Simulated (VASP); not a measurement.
Write the native input for VASP 6.6.1 that does the following.

```yaml
Task: single point
Functional: PBEsol
Potentials_or_basis: VASP PAW PBE potentials, release 64 (Ba_sv, S)
Cutoff: 520 eV
k_mesh: 6 × 6 × 8
Occupations: gaussian, width 0.05 eV
Spin: no spin polarisation
Dipole_correction: no
Further_INCAR_settings: ALGO = Normal; EDIFF = 1e-06; NBANDS = 24
```

The structure of BaS lies in POSCAR:

```
BaS
1.0
    5.4015851061      0.0000000000      0.0000000000
    0.0000000000      5.4015851061      0.0000000000
    0.0000000000      0.0000000000      3.8743716249
Ba S
2 2
Direct
    0.5000000000      0.0000000000      0.4038461212
    0.0000000000      0.5000000000      0.5961538788
    0.0000000000      0.0000000000      0.0000000000
    0.5000000000      0.5000000000      0.0000000000
```

This cell differs from its parent crystal: volume scaled by 1.040.

The input as run:

INCAR

```
SYSTEM = BaS
  PREC = Accurate
  ENCUT = 520
  EDIFF = 1E-6
  ISMEAR = 0
  SIGMA = 0.05
  LREAL = .False.
  LASPH = .True.
  NELM = 100
  ALGO = Normal
  ISIF = 2
  LWAVE = .False.
  LCHARG = .False.
  GGA = PS
  NBANDS = 24
```

KPOINTS

```
regular mesh
0
Gamma
  6 6 8
  0 0 0
```

Potentials or basis: VASP PAW PBE potentials, release 64 (Ba_sv, S).

Launch:

```bash
$ cat potpaw_PBE.64/Ba_sv/POTCAR potpaw_PBE.64/S/POTCAR > POTCAR
$ mpirun -np 1 vasp_std > vasp.out
```

It gave:

```
Pressure               : -0.3 GPa
Largest force          : 0.055 eV/Å
Band gap on the k mesh : 1.68 eV, indirect (the least direct gap lies 3.5 meV higher)
```

Caveat: the PAW data sets were made with another functional, which shifts forces and pressure a little; spin-orbit coupling is left out, which moves the levels of the heavy elements.

Run time: 77 s on 1 thread of Intel(R) Xeon(R) Platinum 8259CL CPU @ 2.50GHz (Skylake/Cascade Lake), on a shared host, peak memory 0.28 GiB.
